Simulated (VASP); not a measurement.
A run of VASP 6.6.1 is set up as follows.

File INCAR:

```
SYSTEM = PbO2
PREC     = Accurate       ! precision mode
ENCUT    = 600            ! plane-wave cutoff, eV
EDIFF    = 1E-6           ! SCF threshold, eV
ISMEAR   = -1             ! smearing method
SIGMA    = 0.1            ! smearing width, eV
LREAL    = .FALSE.        ! projectors in reciprocal space
LASPH    = .TRUE.         ! aspherical terms in the spheres
NELM     = 120            ! most SCF steps
ALGO     = Normal         ! electronic algorithm
ISIF     = 2              ! what is computed and relaxed
LWAVE    = .FALSE.        ! write WAVECAR
LCHARG   = .FALSE.        ! write CHGCAR
GGA      = RE             ! functional
NBANDS   = 20             ! bands
GGA_COMPAT= .FALSE.
```

File KPOINTS:

```
Automatic mesh
0
G
  6 6 6
  0 0 0
```

File POSCAR:

```
PbO2
1.0
    0.0000000000      2.5700000000      2.5700000000
    2.5700000000      0.0000000000      2.5700000000
    2.5700000000      2.5700000000      0.0000000000
Pb O
1 2
Direct
    0.0000000000      0.0000000000      0.0000000000
    0.2500000000      0.2500000000      0.2500000000
    0.7500000000      0.7500000000      0.7500000000
```

Potentials or basis: VASP PAW PBE potentials, release 64 (Pb_d, O).

Run with:

```bash
$ cat potpaw_PBE.64/Pb_d/POTCAR potpaw_PBE.64/O/POTCAR > POTCAR
$ mpirun -np 1 vasp_std > vasp.out
```

Problem. What does it give for the band gap on the k mesh?

Solution. Zero (bands 13 and 14 overlap by 1.47 eV).

Problem. Estimate the pressure.

Solution. 33.0 GPa.

Caveat: the cell stands under pressure; the PAW data sets were made with another functional, which shifts forces and pressure a little; spin-orbit coupling is left out, which moves the levels of the heavy elements.
